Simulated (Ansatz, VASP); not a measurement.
# One calculation of Rh, two programs

```
CELL_PARAMETERS angstrom
0.00000 1.93007 1.95860
1.93007 0.00000 1.95860
1.93007 1.93007 0.00000
ATOMIC_POSITIONS crystal
Rh 0.00000 0.00000 0.00000
```

Change from the starting cell: strain +0.015 along x and y, +0.030 along z, atoms carried along.

Alike in both runs: task single point; functional r2SCAN; k mesh 22 × 22 × 22; occupations gaussian, width 0.15 eV; no spin polarisation.

|  | VASP | Ansatz |
| --- | --- | --- |
| version | VASP 6.6.1 | Ansatz 0.2.0 |
| potentials or method | VASP PAW PBE potentials, release 64 (Rh_pv), cutoff 520 eV | scalar-relativistic, plane waves, PAW |
| valence electrons in the cell | 15 | 17 |

Ansatz gave:

| Property | Result |
| --- | --- |
| gap on the k mesh at the Fermi level (eV) | none |
| pressure (GPa) | -14.8 |
| traceless stress, the component that is largest in VASP (GPa) | -2.02 |

**Question.** Estimate VASP's values.

**Answer.** gap on the k mesh at the Fermi level (eV): none; pressure (GPa): -13.9; traceless stress, the component that is largest in VASP (GPa): -2.03.

VASP's potentials were made for PBE, not for r2SCAN. A gap of «none» marks a metal or a gap that the smearing closes. VASP's potentials hold 15 valence electrons a cell and Ansatz's 17, so a difference there can come from the potentials and not from the codes.
